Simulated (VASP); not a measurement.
# Ti (I4/mmm) in VASP: further runs

The runs below take Ti through single point, with PBE.

Everything below comes from runs of VASP 6.6.1. Logs are shortened: lines on timing, memory, paths and dates and some standing lists are left out, and cuts for length are marked.

**1. The cell of the first run**

Symmetry: I4/mmm, No. 139, tetragonal system. The conventional cell has a = 2.874 Å, b = 2.874 Å, c = 4.176 Å, α = 90.00°, β = 90.00°, γ = 90.00°. Within 3.8 Å of Ti (site symmetry 4/mmm) lie 12 Ti at 2.87 to 2.91 Å.

**2. Single point, PBE (17.25 Å³/atom)**

File INCAR:

```
SYSTEM = Ti
ALGO = Fast
EDIFF = 1E-7
ENCUT = 520
GGA = PE
ISIF = 2
ISMEAR = 0
LASPH = .TRUE.
LCHARG = .FALSE.
LREAL = .FALSE.
LWAVE = .FALSE.
NBANDS = 12
NELM = 60
PREC = Accurate
SIGMA = 0.15
```

File KPOINTS:

```
k-points
0
G
  22 22 22
  0 0 0
```

File POSCAR:

```
Ti
1.0
   -1.4370242868      1.4370242868      2.0879962888
    1.4370242868     -1.4370242868      2.0879962888
    1.4370242868      1.4370242868     -2.0879962888
Ti
1
Direct
    0.0000000000      0.0000000000      0.0000000000
```

Potentials or basis: VASP PAW PBE potentials, release 64 (Ti_sv).

On the command line:

```bash
> cat potpaw_PBE.64/Ti_sv/POTCAR > POTCAR
> mpirun -np 1 vasp_std > vasp.out
```

OUTCAR:

```text
SYSTEM = Ti
   EDIFF = 1E-7
   ENCUT = 520
   GGA = PE
   ISIF = 2
   ISMEAR = 0
   LASPH = .TRUE.
   LREAL = .FALSE.
   NELM = 60
   PREC = Accurate

 ion  position               nearest neighbor table
   1  0.000  0.000  0.000-

  LATTYP: Found a body centered tetragonal cell.
 ALAT       =     2.8740485736
 C/A-ratio  =     1.4530000001

  Lattice vectors:

 A1 = (  -1.4370242868,   1.4370242868,   2.0879962888)
 A2 = (   1.4370242868,  -1.4370242868,   2.0879962888)
 A3 = (   1.4370242868,   1.4370242868,  -2.0879962888)

Analysis of symmetry for initial positions (statically):
=====================================================================
 Subroutine PRICEL returns:
 Original cell was already a primitive cell.

 Routine SETGRP: Setting up the symmetry group for a
 body centered tetragonal supercell.

 Subroutine GETGRP returns: Found 16 space group operations
 (whereof 16 operations were pure point group operations)
 out of a pool of 16 trial point group operations.

The static configuration has the point symmetry D_4h.

Analysis of symmetry for dynamics (positions and initial velocities):
=====================================================================
 Subroutine PRICEL returns:
 Original cell was already a primitive cell.

 Routine SETGRP: Setting up the symmetry group for a
 body centered tetragonal supercell.

 Subroutine GETGRP returns: Found 16 space group operations
 (whereof 16 operations were pure point group operations)
 out of a pool of 16 trial point group operations.

The dynamic configuration has the point symmetry D_4h.

 Subroutine INISYM returns: Found 16 space group operations
 (whereof 16 operations are pure point group operations),
 and found     1 'primitive' translations

----------------------------------------------------------------------------------------

                                     Primitive cell

  volume of cell :      17.2472

  direct lattice vectors                    reciprocal lattice vectors
    -1.437024287  1.437024287  2.087996289     0.000000000  0.347941231  0.239464027
     1.437024287 -1.437024287  2.087996289     0.347941231  0.000000000  0.239464027
     1.437024287  1.437024287 -2.087996289     0.347941231  0.347941231  0.000000000

  length of vectors
     2.913727184  2.913727184  2.913727184     0.422381487  0.422381487  0.492063208

  position of ions in fractional coordinates (direct lattice)
     0.000000000  0.000000000  0.000000000

[... 83 lines left out ...]
   POTIM  = 0.5000    time-step for ionic-motion
   TEBEG  =    0.0;   TEEND  =   0.0 temperature during run
   PSTRESS=    0.0 pullay stress
   NELECT =      12.0000    total number of electrons
   NUPDOWN=      -1.0000    fix difference up-down
   EMIN   =  10.00;   EMAX   =-10.00  energy-range for DOS
   EFERMI =   0.00;   METHOD = LEGACY
   ISMEAR =     0;   SIGMA  =   0.15  broadening in eV -4-tet -1-fermi 0-gaus
   EFERMI_NEDOS =   21; number of points for ismear=-14 and -15
   IALGO  =     68    algorithm
   IMIX   =      4    mixing-type and parameters
     AMIX     =   0.40;   BMIX     =  1.00
     AMIX_MAG =   1.60;   BMIX_MAG =  1.00
  volume/ion in A,a.u.               =      17.25       116.39
  Fermi-wavevector in a.u.,A,eV,Ry     =   1.450650  2.741331 28.631897  2.104385
  Thomas-Fermi vector in A             =   2.568238
   LORBIT       =      0    0 simple, 1 ext, 2 COOP (PROOUT), +10 PAW based schemes
   GGA     = PE    functional components
   LHFCALC =     F    Hartree Fock is set to
   AEXX    =    0.0000 exact exchange contribution
   IVDW    =     0    specifies the selected vdW correction
   LEPSILON=     F    determine dielectric tensor
   LRPA    =     F    only Hartree local field effects (RPA)
 non-spin polarized calculation
 RMM-DIIS sequential band-by-band and
 Gauss-broadening in eV      SIGMA  =   0.15
  energy-cutoff  :      520.00
  volume of cell :       17.25
 maximum number of plane-waves:       483
 NGX is ok and might be reduce to    24
   NGX = 11   NGY = 11   NGZ = 11

 number of electron      12.0000001 magnetization

 Free energy of the ion-electron system (eV)
  ---------------------------------------------------
  ext. energy  EPLUGINS =         0.00000000
  ---------------------------------------------------
  free energy    TOTEN  =        -7.78646532 eV

  energy without entropy =       -7.76679426  energy(sigma->0) =       -7.77662979

 E-fermi :   8.2930     XC(G=0): -11.5316

 val. band max:        8.2925156522   @ k =  -0.2727  -0.3636   0.1364
 cond. band min:       8.2945620845   @ k =  -0.2273   0.1364   0.0000
 fundamental gap:      0.0020464324
 Fermi energy:         8.2929638783

 k-point     1 :       0.0000    0.0000    0.0000
  band No.  band energies     occupation
      1     -48.4034      2.00000
      2     -24.2578      2.00000
      3     -24.2528      2.00000
      4     -24.2528      2.00000
      5       2.1819      2.00000
      6       9.0324      0.00000
      7       9.2498      0.00000
      8       9.2498      0.00000
      9      10.6902      0.00000
     10      10.9425      0.00000
     11      23.5916      0.00000
     12      27.6666      0.00000
[... 331 lines left out ...]
 k-point    24 :      -0.4545    0.0455    0.0000
  band No.  band energies     occupation
      1     -48.2809      2.00000
      2     -24.9108      2.00000
      3     -24.3579      2.00000
      4     -24.3321      2.00000
      5       5.6678      2.00000
      6       8.6517      0.00072
      7       9.0061      0.00000
      8       9.2155      0.00000
      9      11.8127      0.00000
     10      11.9045      0.00000
     11      16.9371      0.00000
     12      22.9701      0.00000

 [... further k-points ...]

------------------------ aborting loop because EDIFF is reached ----------------------------------------

  FORCE on cell =-STRESS in cart. coord.  units (eV):
  Direction    XX          YY          ZZ          XY          YZ          ZX
  --------------------------------------------------------------------------------------
  -------------------------------------------------------------------------------------
  Total        0.1008872      0.1008872     -0.0012544      0.0000000     -0.0000000      0.0000000
  in kB        9.3719273      9.3719273     -0.1165263      0.0000000     -0.0000000      0.0000000
  external PRESSURE =       6.2091094 kB  Pullay stress =       0.0000000 kB

 VOLUME and BASIS-vectors are now :
 -----------------------------------------------------------------------------
  energy-cutoff  :      520.00
  volume of cell :       17.25
      direct lattice vectors                 reciprocal lattice vectors
    -1.437024287  1.437024287  2.087996289     0.000000000  0.347941231  0.239464027
     1.437024287 -1.437024287  2.087996289     0.347941231  0.000000000  0.239464027
     1.437024287  1.437024287 -2.087996289     0.347941231  0.347941231  0.000000000

 POSITION                                       TOTAL-FORCE (eV/Angst)
 -----------------------------------------------------------------------------------
      0.00000      0.00000      0.00000         0.000000     -0.000000     -0.000000
 -----------------------------------------------------------------------------------
    total drift:                               -0.000000      0.000000     -0.000000

  FREE ENERGIE OF THE ION-ELECTRON SYSTEM (eV)
  ---------------------------------------------------
  free  energy   TOTEN  =        -7.7864653230 eV

  energy  without entropy=       -7.7667942596  energy(sigma->0) =       -7.77662979
```

Run time: 2.4 min. Hardware: 1 thread of Intel Xeon Platinum 8559C (Emerald Rapids), shared host; peak memory 0.28 GiB.

What came out:

- Free energy: -7.7865 eV
- Pressure: 0.6 GPa
- Band gap on the k mesh: zero (bands 6 and 7 overlap by 1.31 eV)

**3. Single point, PBE (18.17 Å³/atom)**

This run uses another cell than the first one, of 18.17 Å³/atom.

File INCAR:

```
  PREC = Accurate
  ENCUT = 520
  EDIFF = 1E-7
  ISMEAR = 0
  SIGMA = 0.15
  LREAL = False
  LASPH = True
  NELM = 60
  ALGO = Fast
  ISIF = 2
  LWAVE = False
  LCHARG = False
  GGA = PE
  NBANDS = 12
```

File KPOINTS:

```
Automatic mesh
0
Gamma
  22 22 22
```

File POSCAR:

```
Ti
1.0
   -1.4621296032      1.4621296032      2.1244743134
    1.4621296032     -1.4621296032      2.1244743134
    1.4621296032      1.4621296032     -2.1244743134
Ti
1
Direct
    0.0000000000      0.0000000000      0.0000000000
```

Potentials or basis: VASP PAW PBE potentials, release 64 (Ti_sv).

On the command line:

```bash
> cat potpaw_PBE.64/Ti_sv/POTCAR > POTCAR
> mpirun -np 1 vasp_std > vasp.out
```

OUTCAR:

```text
PREC = Accurate
   ENCUT = 520
   EDIFF = 1E-7
   ISMEAR = 0
   LREAL = False
   LASPH = True
   NELM = 60
   ISIF = 2
   GGA = PE

 ion  position               nearest neighbor table
   1  0.000  0.000  0.000-

  LATTYP: Found a body centered tetragonal cell.
 ALAT       =     2.9242592064
 C/A-ratio  =     1.4530000000

  Lattice vectors:

 A1 = (  -1.4621296032,   1.4621296032,   2.1244743134)
 A2 = (   1.4621296032,  -1.4621296032,   2.1244743134)
 A3 = (   1.4621296032,   1.4621296032,  -2.1244743134)

Analysis of symmetry for initial positions (statically):
=====================================================================
 Subroutine PRICEL returns:
 Original cell was already a primitive cell.

 Routine SETGRP: Setting up the symmetry group for a
 body centered tetragonal supercell.

 Subroutine GETGRP returns: Found 16 space group operations
 (whereof 16 operations were pure point group operations)
 out of a pool of 16 trial point group operations.

The static configuration has the point symmetry D_4h.

Analysis of symmetry for dynamics (positions and initial velocities):
=====================================================================
[... 171 lines left out ...]
      5       1.7662      2.00000
      6       8.4619      0.00000
      7       8.6665      0.00000
      8       8.6665      0.00000
      9      10.0068      0.00000
     10      10.2418      0.00000
     11      22.7591      0.00000
     12      26.6201      0.00000
[... 331 lines left out ...]
 k-point    24 :      -0.4545    0.0455   -0.0000
  band No.  band energies     occupation
      1     -48.9407      2.00000
      2     -25.4990      2.00000
      3     -25.0346      2.00000
      4     -25.0123      2.00000
      5       5.2260      2.00000
      6       8.0279      0.00841
      7       8.4404      0.00000
      8       8.6347      0.00000
      9      11.0489      0.00000
     10      11.1339      0.00000
     11      15.8575      0.00000
     12      22.1225      0.00000

 [... further k-points ...]

------------------------ aborting loop because EDIFF is reached ----------------------------------------

  FORCE on cell =-STRESS in cart. coord.  units (eV):
  Direction    XX          YY          ZZ          XY          YZ          ZX
  --------------------------------------------------------------------------------------
  -------------------------------------------------------------------------------------
  Total       -0.4818972     -0.4818972     -0.5873642      0.0000000      0.0000000      0.0000000
  in kB      -42.4993006    -42.4993006    -51.8006025      0.0000000      0.0000000      0.0000000
  external PRESSURE =     -45.5997346 kB  Pullay stress =       0.0000000 kB

 VOLUME and BASIS-vectors are now :
 -----------------------------------------------------------------------------
  energy-cutoff  :      520.00
  volume of cell :       18.17
      direct lattice vectors                 reciprocal lattice vectors
    -1.462129603  1.462129603  2.124474313     0.000000000  0.341966949  0.235352340
     1.462129603 -1.462129603  2.124474313     0.341966949  0.000000000  0.235352340
     1.462129603  1.462129603 -2.124474313     0.341966949  0.341966949  0.000000000

 POSITION                                       TOTAL-FORCE (eV/Angst)
 -----------------------------------------------------------------------------------
      0.00000      0.00000      0.00000         0.000000      0.000000      0.000000
 -----------------------------------------------------------------------------------
    total drift:                                0.000000      0.000000      0.000000

  FREE ENERGIE OF THE ION-ELECTRON SYSTEM (eV)
  ---------------------------------------------------
  free  energy   TOTEN  =        -7.7749964335 eV

  energy  without entropy=       -7.7541526654  energy(sigma->0) =       -7.76457455
```

stdout:

```text
POSCAR found type information on POSCAR Ti
 POSCAR found :  1 types and       1 ions
 scaLAPACK will be used
 LDA part: xc-table for (Slater+PW92), standard interpolation
 POSCAR, INCAR and KPOINTS ok, starting setup
 FFT: planning ... GRIDC
 FFT: planning ... GRID_SOFT
 FFT: planning ... GRID
 WAVECAR not read
 entering main loop
WARNING in EDDRMM: call to ZHEGV failed, returncode =   6  3      6
WARNING in EDDRMM: call to ZHEGV failed, returncode =   6  3      5
WARNING in EDDRMM: call to ZHEGV failed, returncode =   6  3     11
WARNING in EDDRMM: call to ZHEGV failed, returncode =   6  3      9
WARNING in EDDRMM: call to ZHEGV failed, returncode =   6  3      6
WARNING in EDDRMM: call to ZHEGV failed, returncode =   8  4     12
WARNING in EDDRMM: call to ZHEGV failed, returncode =   6  3      8
WARNING in EDDRMM: call to ZHEGV failed, returncode =   6  3     11
WARNING in EDDRMM: call to ZHEGV failed, returncode =   6  3      7
WARNING in EDDRMM: call to ZHEGV failed, returncode =   6  3      6
[... 35 lines left out ...]
WARNING in EDDRMM: call to ZHEGV failed, returncode =   6  3      5
WARNING in EDDRMM: call to ZHEGV failed, returncode =   6  3     10
WARNING in EDDRMM: call to ZHEGV failed, returncode =   6  3      5
WARNING in EDDRMM: call to ZHEGV failed, returncode =   6  3      6
WARNING in EDDRMM: call to ZHEGV failed, returncode =   6  3     10
WARNING in EDDRMM: call to ZHEGV failed, returncode =   6  3      5
WARNING in EDDRMM: call to ZHEGV failed, returncode =   6  3     10
WARNING in EDDRMM: call to ZHEGV failed, returncode =   8  4      7
WARNING in EDDRMM: call to ZHEGV failed, returncode =   8  4      7
WARNING in EDDRMM: call to ZHEGV failed, returncode =   6  3      8
```

Wall time 2.7 min (1 thread of Intel Xeon Platinum 8559C (Emerald Rapids), shared host); peak memory 0.3 GiB.

What came out:

| Item | Value |
| --- | --- |
| Free energy | -7.7750 eV |
| Pressure | -4.6 GPa |
| Band gap on the k mesh | zero (bands 6 and 7 overlap by 1.25 eV) |

Caveat: the cell stands under tension.
